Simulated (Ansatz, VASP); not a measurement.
# CrO2 in VASP and in Ansatz

The input INCAR:

```
PREC = Accurate ; ENCUT = 520
EDIFF = 1E-6 ; ISMEAR = -1
SIGMA = 0.1 ; LREAL = False
LASPH = True ; NELM = 150
ALGO = Normal ; ISIF = 2
LWAVE = False ; LCHARG = False
ISPIN = 2 ; MAGMOM = 3 3 0 0 0 0
LORBIT = 11 ; LMAXMIX = 4
LDAU = True ; LDAUTYPE = 2
LDAUL = 2 -1 ; LDAUU = 6 0
LDAUJ = 0 0 ; LDAUPRINT = 1
GGA = CA ; NBANDS = 37
```

File KPOINTS:

```
regular mesh
0
Gamma
  5 5 7
```

File POSCAR:

```
CrO2
1.0
    4.4713430000      0.0000000000      0.0000000000
    0.0000000000      4.4713430000      0.0000000000
    0.0000000000      0.0000000000      2.9951760000
Cr O
2 4
Direct
    0.0000000000      0.5000000000      0.2384510000
    0.5000000000      0.0000000000      0.7615490000
    0.7017070000      0.2017070000      0.2536240000
    0.2982930000      0.7982930000      0.2536240000
    0.2017070000      0.2982930000      0.7463760000
    0.7982930000      0.7017070000      0.7463760000
```

Input for Ansatz:

```yaml
crystal:
  lattice:
    - [4.471343, 0.0, 0.0]
    - [0.0, 4.471343, 0.0]
    - [0.0, 0.0, 2.995176]
  atoms:
    - { symbol: Cr, position: [0.0, 0.5, 0.238451] }
    - { symbol: Cr, position: [0.5, 0.0, 0.761549] }
    - { symbol: O, position: [0.701707, 0.201707, 0.253624] }
    - { symbol: O, position: [0.298293, 0.798293, 0.253624] }
    - { symbol: O, position: [0.201707, 0.298293, 0.746376] }
    - { symbol: O, position: [0.798293, 0.701707, 0.746376] }
kpoints:
  mp_grid:
    grid: [5, 5, 7]
hamiltonian:
  xc: lda
  hubbard:
    - { species: Cr, l: d, u_eff: 6.0 }
magnetization:
  spin_polarized: true
  per_species:
    Cr: 3.0
scf:
  occupations:
    method: fermi_dirac
    width: 0.1
  mixing:
    ndim: 10
output:
  eigenvalues: true
```

Alike in both runs: task single point; functional LDA; k mesh 5 × 5 × 7; occupations fermi-dirac, width 0.1 eV; collinear spin; Hubbard terms Cr d U = 6.0 eV.

|  | VASP | Ansatz |
| --- | --- | --- |
| version | VASP 6.6.1 | Ansatz 0.2.0 |
| potentials or method | VASP PAW LDA potentials, release 64 (Cr_pv, O) | plane waves, PAW |
| plane-wave cutoff (eV) | 520 | 420 |
| valence electrons in the cell | 48 | 52 |

```tsv
	VASP	Ansatz	Ansatz less VASP
gap on the k mesh at the Fermi level (eV)	none	none	-
net moment per atom (μB)	0.67	0.67	0.000
size of the moment on the site where the two differ most (μB)	2.53	2.21	-0.325
```

LDA's correlation is that of Perdew and Zunger in VASP and of Perdew and Wang (1992) in Ansatz. Site moments also hang on the region over which each program counts them. The programs project onto different local orbitals, so the same U acts differently, and such runs can settle in different states. A gap of «none» marks a metal or a gap that the smearing closes. VASP's potentials hold 48 valence electrons a cell and Ansatz's 52, so a difference there can come from the potentials and not from the codes. Ansatz's warnings: filled band counts differ across k points.
